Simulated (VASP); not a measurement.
# ZrTiN (Pmmm) in VASP: relaxation of cell and atoms with PBE

Aim: the relaxation of cell and atoms of ZrTiN with PBE.

Program: VASP 6.6.1. These are calculated values, not measurements. Logs are shortened: lines on timing, memory, paths and dates and some standing lists are left out, and cuts for length are marked.

**1. The cell of the first run**

Symmetry: Pmmm, No. 47, orthorhombic system. The conventional cell has a = 3.336 Å, b = 3.371 Å, c = 3.441 Å, α = 90.00°, β = 90.00°, γ = 90.00°. Zr (site symmetry mmm) has 4 N at 2.37 Å and 8 Ti at 2.93 Å within 3.1 Å. Within 2.3 Å of Ti (site symmetry mmm) lie 2 N at 1.72 Å. N (site symmetry mmm) has 2 Ti at 1.72 Å and 4 Zr at 2.37 Å within 2.4 Å.

The cell was generated, and may not be a known phase.

**2. Relaxation of cell and atoms, PBE, collinear spin**

Input file INCAR:

```
SYSTEM = ZrTiN
  PREC = Accurate
  ENCUT = 600
  EDIFF = 1E-7
  ISMEAR = 0
  SIGMA = 0.1
  LREAL = .FALSE.
  LASPH = .TRUE.
  NELM = 150
  ALGO = Normal
  ISIF = 3
  LWAVE = .FALSE.
  LCHARG = .FALSE.
  ISPIN = 2
  MAGMOM = 0 1 0
  LORBIT = 11
  LMAXMIX = 4
  GGA = PE
  IBRION = 2
  NSW = 90
  EDIFFG = -0.04
```

Input file KPOINTS:

```
Automatic mesh
0
G
  6 6 6
  0 0 0
```

Input file POSCAR:

```
ZrTiN
1.0
    3.3359828800      0.0000000000      0.0000000000
    0.0000000000      3.3706944200      0.0000000000
    0.0000000000      0.0000000000      3.4410235200
Zr Ti N
1 1 1
Direct
    0.0000000000      0.0000000000      0.0000000000
    0.5000000000      0.5000000000      0.5000000000
    0.5000000000      0.5000000000      0.0000000000
```

Potentials or basis: VASP PAW PBE potentials, release 64 (Zr_sv, Ti_sv, N).

Launch:

```
> cat potpaw_PBE.64/Zr_sv/POTCAR potpaw_PBE.64/Ti_sv/POTCAR potpaw_PBE.64/N/POTCAR > POTCAR
> mpirun -np 1 vasp_std > vasp.out
```

OUTCAR:

```text
SYSTEM = ZrTiN
   PREC = Accurate
   ENCUT = 600
   EDIFF = 1E-7
   ISMEAR = 0
   LREAL = .FALSE.
   LASPH = .TRUE.
   NELM = 150
   ISIF = 3
   ISPIN = 2
   LORBIT = 11
   GGA = PE
   IBRION = 2
   NSW = 90
   EDIFFG = -0.04

 ion  position               nearest neighbor table
   1  0.000  0.000  0.000-   3 2.37   3 2.37   3 2.37   3 2.37   2 2.93   2 2.93   2 2.93   2 2.93
                             2 2.93   2 2.93   2 2.93   2 2.93
   2  0.500  0.500  0.500-   3 1.72   3 1.72   1 2.93   1 2.93   1 2.93   1 2.93   1 2.93   1 2.93
                             1 2.93   1 2.93
   3  0.500  0.500  0.000-   2 1.72   2 1.72   1 2.37   1 2.37   1 2.37   1 2.37

  LATTYP: Found a simple orthorhombic cell.
 ALAT       =     3.3359828800
 B/A-ratio  =     1.0104051913
 C/A-ratio  =     1.0314871640

  Lattice vectors:

 A1 = (   3.3359828800,   0.0000000000,   0.0000000000)
 A2 = (   0.0000000000,   3.3706944200,   0.0000000000)
 A3 = (   0.0000000000,   0.0000000000,   3.4410235200)

Analysis of symmetry for initial positions (statically):
=====================================================================
 Subroutine PRICEL returns:
 Original cell was already a primitive cell.

 Routine SETGRP: Setting up the symmetry group for a
 simple orthorhombic supercell.

 Subroutine GETGRP returns: Found  8 space group operations
 (whereof  8 operations were pure point group operations)
 out of a pool of  8 trial point group operations.

The static configuration has the point symmetry D_2h.

Analysis of symmetry for dynamics (positions and initial velocities):
=====================================================================
 Subroutine PRICEL returns:
 Original cell was already a primitive cell.

 Routine SETGRP: Setting up the symmetry group for a
 simple orthorhombic supercell.

 Subroutine GETGRP returns: Found  8 space group operations
 (whereof  8 operations were pure point group operations)
 out of a pool of  8 trial point group operations.

The dynamic configuration has the point symmetry D_2h.

Analysis of structural, dynamic, and magnetic symmetry:
=====================================================================
 Subroutine PRICEL returns:
 Original cell was already a primitive cell.

 Routine SETGRP: Setting up the symmetry group for a
 simple orthorhombic supercell.

 Subroutine GETGRP returns: Found  8 space group operations
 (whereof  8 operations were pure point group operations)
 out of a pool of  8 trial point group operations.

The overall configuration has the point symmetry D_2h.

 Subroutine INISYM returns: Found  8 space group operations
 (whereof  8 operations are pure point group operations),
 and found     1 'primitive' translations

----------------------------------------------------------------------------------------

                                     Primitive cell

  volume of cell :      38.6929

  direct lattice vectors                    reciprocal lattice vectors
     3.335982880  0.000000000  0.000000000     0.299761730  0.000000000  0.000000000
     0.000000000  3.370694420  0.000000000     0.000000000  0.296674772  0.000000000
     0.000000000  0.000000000  3.441023520     0.000000000  0.000000000  0.290611207

  length of vectors
     3.335982880  3.370694420  3.441023520     0.299761730  0.296674772  0.290611207

  position of ions in fractional coordinates (direct lattice)
     0.000000000  0.000000000  0.000000000
     0.500000000  0.500000000  0.500000000
     0.500000000  0.500000000  0.000000000

  ion indices of the primitive-cell ions
   primitive index   ion index
                 1           1
                 2           2
                 3           3

----------------------------------------------------------------------------------------

 KPOINTS: Automatic mesh

Automatic generation of k-mesh.
 Grid dimensions read from file:
 generate k-points for:    6    6    6

 Generating k-lattice:

  Cartesian coordinates                     Fractional coordinates (reciprocal lattice)
     0.049960288  0.000000000  0.000000000     0.166666667  0.000000000  0.000000000
     0.000000000  0.049445795  0.000000000     0.000000000  0.166666667  0.000000000
     0.000000000  0.000000000  0.048435201     0.000000000  0.000000000  0.166666667

  Length of vectors
     0.049960288  0.049445795  0.048435201

  Shift w.r.t. Gamma in fractional coordinates (k-lattice)
     0.000000000  0.000000000  0.000000000

 Subroutine IBZKPT returns following result:
 ===========================================

 Found     64 irreducible k-points:

 Following reciprocal coordinates:
            Coordinates               Weight
  0.000000  0.000000  0.000000      1.000000
  0.166667  0.000000  0.000000      2.000000
  0.333333  0.000000  0.000000      2.000000
  0.500000  0.000000  0.000000      1.000000
  0.000000  0.166667  0.000000      2.000000
  0.166667  0.166667  0.000000      4.000000
[... 16 lines left out ...]
  0.333333  0.166667  0.166667      8.000000
  0.500000  0.166667  0.166667      4.000000
 [... further k-points ...]
   k-points           NKPTS =     64   k-points in BZ     NKDIM =     64   number of bands    NBANDS=     19
   number of dos      NEDOS =    301   number of ions     NIONS =      3
   total plane-waves  NPLWV =  21952
   dimension x,y,z NGX =    28 NGY =   28 NGZ =   28
   dimension x,y,z NGXF=    56 NGYF=   56 NGZF=   56
   ions per type =               1   1   1
   NGX,Y,Z   is equivalent  to a cutoff of  13.95, 13.81, 13.53 a.u.
   NGXF,Y,Z  is equivalent  to a cutoff of  27.91, 27.62, 27.06 a.u.
 SYSTEM =  ZrTiN
   PREC   = accura    normal or accurate (medium, high low for compatibility)
   ISTART =      0    job   : 0-new  1-cont  2-samecut
   ICHARG =      2    charge: 1-file 2-atom 10-const
   ISPIN  =      2    spin polarized calculation?
   LNONCOLLINEAR =      F non collinear calculations
   LSORBIT =      F    spin-orbit coupling
   LASPH  =      T    aspherical Exc in radial PAW
   ENCUT  =  600.0 eV  44.10 Ry    6.64 a.u.   6.66  6.73  6.87*2*pi/ulx,y,z
   NELM   =    150;   NELMIN=  2; NELMDL= -5     # of ELM steps
   EDIFF  = 0.1E-06   stopping-criterion for ELM
   LREAL  =      F    real-space projection
   EDIFFG = -.4E-01   stopping-criterion for IOM
   NSW    =     90    number of steps for IOM
   IBRION =      2    ionic relax: 0-MD 1-quasi-New 2-CG
   NFREE  =      1    steps in history (QN), initial steepest desc. (CG)
   ISIF   =      3    stress and relaxation
   ISYM   =      2    0-nonsym 1-usesym 2-fastsym
   POTIM  = 0.5000    time-step for ionic-motion
   TEBEG  =    0.0;   TEEND  =   0.0 temperature during run
   PSTRESS=    0.0 pullay stress
   NELECT =      29.0000    total number of electrons
   NUPDOWN=      -1.0000    fix difference up-down
   EMIN   =  10.00;   EMAX   =-10.00  energy-range for DOS
   EFERMI =   0.00;   METHOD = LEGACY
   ISMEAR =     0;   SIGMA  =   0.10  broadening in eV -4-tet -1-fermi 0-gaus
   EFERMI_NEDOS =   21; number of points for ismear=-14 and -15
   IALGO  =     38    algorithm
   IMIX   =      4    mixing-type and parameters
     AMIX     =   0.40;   BMIX     =  1.00
     AMIX_MAG =   1.60;   BMIX_MAG =  1.00
  volume/ion in A,a.u.               =      12.90        87.04
  Fermi-wavevector in a.u.,A,eV,Ry     =   1.487067  2.810149 30.087494  2.211368
  Thomas-Fermi vector in A             =   2.600274
   LORBIT       =     11    0 simple, 1 ext, 2 COOP (PROOUT), +10 PAW based schemes
   GGA     = PE    functional components
   LHFCALC =     F    Hartree Fock is set to
   AEXX    =    0.0000 exact exchange contribution
   IVDW    =     0    specifies the selected vdW correction
   LEPSILON=     F    determine dielectric tensor
   LRPA    =     F    only Hartree local field effects (RPA)
 conjugate gradient relaxation of ions
 spin polarized calculation
 Gauss-broadening in eV      SIGMA  =   0.10
  energy-cutoff  :      600.00
  volume of cell :       38.69
 maximum number of plane-waves:      1320
 NGX is ok and might be reduce to    28
   NGX = 13   NGY = 13   NGZ = 13

--------------------------------------- Ionic step        1  -------------------------------------------

 number of electron      29.0000000 magnetization       0.0000373

 number of electron      29.0000000 magnetization      -0.0000129

 Free energy of the ion-electron system (eV)
  ---------------------------------------------------
  ext. energy  EPLUGINS =         0.00000000
  ---------------------------------------------------
  free energy    TOTEN  =       -26.18544605 eV

  energy without entropy =      -26.17793194  energy(sigma->0) =      -26.18168899

 E-fermi :  10.8033     XC(G=0): -12.3628

 val. band max:       10.7964894107   @ k =   0.3333   0.1667   0.1667
 cond. band min:      10.8261292614   @ k =   0.1667   0.3333   0.1667
 fundamental gap:      0.0296398507
 Fermi energy:        10.8032727243

 spin component 1

 k-point     1 :       0.0000    0.0000    0.0000
  band No.  band energies     occupation
      1     -45.3851      1.00000
      2     -37.9177      1.00000
      3     -22.2697      1.00000
      4     -21.6079      1.00000
      5     -21.5963      1.00000
      6     -15.9687      1.00000
[... 505 lines left out ...]
      6     -16.4180      1.00000
[... 11 lines left out ...]
     18      13.8305      0.00000
     19      14.1432      0.00000

 [... further k-points ...]

 spin component 2

 k-point     1 :       0.0000    0.0000    0.0000
  band No.  band energies     occupation
      1     -45.3853      1.00000
      2     -37.9177      1.00000
      3     -22.2697      1.00000
      4     -21.6080      1.00000
      5     -21.5963      1.00000
      6     -15.9687      1.00000
[... 505 lines left out ...]
      6     -16.4180      1.00000
[... 11 lines left out ...]
     18      13.8305      0.00000
     19      14.1432      0.00000

 [... further k-points ...]

------------------------ aborting loop because EDIFF is reached ----------------------------------------

  FORCE on cell =-STRESS in cart. coord.  units (eV):
  Direction    XX          YY          ZZ          XY          YZ          ZX
  --------------------------------------------------------------------------------------
  -------------------------------------------------------------------------------------
  Total        0.9966222      0.6369081     32.6898325      0.0000000      0.0000000      0.0000000
  in kB       41.2677053     26.3728182   1353.6065310      0.0000000      0.0000000      0.0000000
  external PRESSURE =     473.7490182 kB  Pullay stress =       0.0000000 kB
[... 96 lines left out ...]
  FREE ENERGIE OF THE ION-ELECTRON SYSTEM (eV)
  ---------------------------------------------------
  free  energy   TOTEN  =       -28.2954504340 eV

  energy  without entropy=      -28.2820665117  energy(sigma->0) =      -28.28875847

[... ionic steps 4 to 7 ...]

--------------------------------------- Ionic step        8  -------------------------------------------

 number of electron      28.9999999 magnetization      -0.0000006

 number of electron      28.9999999 magnetization       0.0000000
[... 73 lines left out ...]
--------------------------------------- Ionic step       10  -------------------------------------------

 number of electron      29.0000000 magnetization      -0.0000001

 Free energy of the ion-electron system (eV)
  ---------------------------------------------------
  ext. energy  EPLUGINS =         0.00000000
  ---------------------------------------------------
  free energy    TOTEN  =       -28.46626986 eV

  energy without entropy =      -28.45289447  energy(sigma->0) =      -28.45958217

 E-fermi :   9.5255     XC(G=0): -11.8615

 val. band max:        9.5183816099   @ k =   0.1667   0.5000   0.5000
 cond. band min:       9.5275065962   @ k =   0.5000   0.1667   0.5000
 fundamental gap:      0.0091249863
 Fermi energy:         9.5255457947

 spin component 1

 k-point     1 :       0.0000    0.0000    0.0000
  band No.  band energies     occupation
      1     -47.3733      1.00000
      2     -39.3706      1.00000
      3     -23.7476      1.00000
      4     -23.5533      1.00000
      5     -23.5503      1.00000
      6     -17.3064      1.00000
[... 505 lines left out ...]
      6     -17.8786      1.00000
[... 11 lines left out ...]
     18      12.3111      0.00000
     19      13.2258      0.00000

 [... further k-points ...]

 spin component 2

 k-point     1 :       0.0000    0.0000    0.0000
  band No.  band energies     occupation
      1     -47.3733      1.00000
      2     -39.3706      1.00000
      3     -23.7476      1.00000
      4     -23.5533      1.00000
      5     -23.5503      1.00000
      6     -17.3064      1.00000
[... 505 lines left out ...]
      6     -17.8786      1.00000
[... 11 lines left out ...]
     18      12.3111      0.00000
     19      13.2258      0.00000

 [... further k-points ...]

------------------------ aborting loop because EDIFF is reached ----------------------------------------

  FORCE on cell =-STRESS in cart. coord.  units (eV):
  Direction    XX          YY          ZZ          XY          YZ          ZX
  --------------------------------------------------------------------------------------
  -------------------------------------------------------------------------------------
  Total        0.0595240     -0.0600210     -0.0245699      0.0000000      0.0000000      0.0000000
  in kB        2.2090313     -2.2274773     -0.9118298      0.0000000      0.0000000      0.0000000
  external PRESSURE =      -0.3100919 kB  Pullay stress =       0.0000000 kB
[... 18 lines left out ...]
  FREE ENERGIE OF THE ION-ELECTRON SYSTEM (eV)
  ---------------------------------------------------
  free  energy   TOTEN  =       -28.4662698605 eV

  energy  without entropy=      -28.4528944711  energy(sigma->0) =      -28.45958217

 reached required accuracy - stopping structural energy minimisation

 total charge

# of ion       s       p       d       tot
------------------------------------------
    1        2.170   6.009   1.636   9.816
    2        2.207   6.190   1.887  10.284
    3        1.251   2.482   0.000   3.733
--------------------------------------------------
tot          5.629  14.681   3.523  23.833

 magnetization (x)

# of ion       s       p       d       tot
------------------------------------------
    1        0.000  -0.000  -0.000  -0.000
    2       -0.000   0.000  -0.000  -0.000
    3        0.000   0.000   0.000   0.000
--------------------------------------------------
tot         -0.000   0.000  -0.000  -0.000
```

Wall time 8.9 min (1 thread of AMD EPYC 9R45 (Zen 5), shared host); peak memory 0.22 GiB.

Results:

```yaml
Free_energy: -28.4663 eV
Relaxed_volume: 14.39 Å³/atom
Relaxed_cell: a = 3.256 Å, b = 3.264 Å, c = 4.063 Å, α = 90.00°, β = 90.00°, γ = 90.00°
Space_group_after_relaxing_to_0.1_Å: P4/mmm (No. 123)
Energy_gained_by_relaxing: 760.3 meV/atom
Ionic_steps: 10
Pressure_after_relaxing: 0.0 GPa
Net_moment: 0.00 μB per cell
Valence_electrons_inside_the_program's_atomic_spheres: Zr 9.82; Ti 10.28; N 3.73
```

The path:
```tsv
step	energy change (eV)	largest force (eV/Å)	pressure (GPa)	volume (Å³)
1	0.0000	0.0000	47.37	38.69
2	0.4340	0.0000	-29.64	60.59
3	-2.1100	0.0000	-13.12	46.98
4	-2.1621	0.0000	-9.93	46.10
5	-2.1756	0.0000	-6.83	45.36
6	-2.1754	0.0000	-7.42	45.49
7	-2.2627	0.0000	4.84	42.09
8	-2.2794	0.0000	0.85	43.00
9	-2.2804	0.0000	-0.49	43.26
10	-2.2808	0.0000	-0.03	43.17
```

Final structure:
```xyz
3
Lattice="3.2562 0.0000 0.0000 0.0000 3.2636 0.0000 0.0000 0.0000 4.0625" Properties=species:S:1:pos:R:3 pbc="T T T"
Zr    0.0000    0.0000    0.0000
Ti    1.6281    1.6318    2.0313
N     1.6281    1.6318    0.0000
```

Levels at points of the mesh, in eV from the Fermi level:
Spin up:
```csv
k point,band 12,band 13,band 14,band 15,band 16,band 17,band 18,band 19
"(0.00, 0.00, 0.00)",-2.63,-2.61,-2.53,0.23,0.25,1.22,1.48,2.32
"(0.50, 0.00, 0.00)",-4.01,-1.39,-0.97,-0.09,1.16,1.37,2.73,2.91
"(0.00, 0.50, 0.00)",-4.01,-1.40,-0.98,-0.09,1.17,1.38,2.74,2.92
"(0.50, 0.50, 0.00)",-2.69,-2.30,-1.98,-1.98,2.57,2.69,3.87,4.32
"(0.00, 0.00, 0.50)",-3.27,-2.46,-1.53,-0.40,1.86,1.89,2.05,2.20
"(0.50, 0.00, 0.50)",-5.42,-1.71,0.09,0.48,0.80,2.64,2.76,3.47
"(0.00, 0.50, 0.50)",-5.39,-1.71,0.11,0.47,0.80,2.62,2.76,3.42
"(0.50, 0.50, 0.50)",-4.32,-1.32,-1.31,-0.77,2.39,2.39,2.70,3.24
```
Spin down:
```csv
k point,band 11,band 12,band 13,band 14,band 15,band 16,band 17,band 18,band 19
"(0.00, 0.00, 0.00)",-3.30,-2.63,-2.61,-2.53,0.23,0.25,1.22,1.48,2.32
"(0.50, 0.00, 0.00)",-4.98,-4.01,-1.39,-0.97,-0.09,1.16,1.37,2.73,2.91
"(0.00, 0.50, 0.00)",-4.96,-4.01,-1.40,-0.98,-0.09,1.17,1.38,2.74,2.91
"(0.50, 0.50, 0.00)",-3.71,-2.69,-2.30,-1.98,-1.98,2.57,2.69,3.87,4.32
"(0.00, 0.00, 0.50)",-3.29,-3.27,-2.46,-1.53,-0.40,1.86,1.89,2.05,2.20
"(0.50, 0.00, 0.50)",-6.22,-5.42,-1.71,0.09,0.48,0.80,2.64,2.76,3.47
"(0.00, 0.50, 0.50)",-6.22,-5.39,-1.71,0.11,0.47,0.80,2.62,2.76,3.42
"(0.50, 0.50, 0.50)",-4.33,-4.32,-1.32,-1.31,-0.77,2.39,2.39,2.70,3.24
```

Caveat: a cell axis changed by over 15 % at a fixed basis, so the end point is rough.
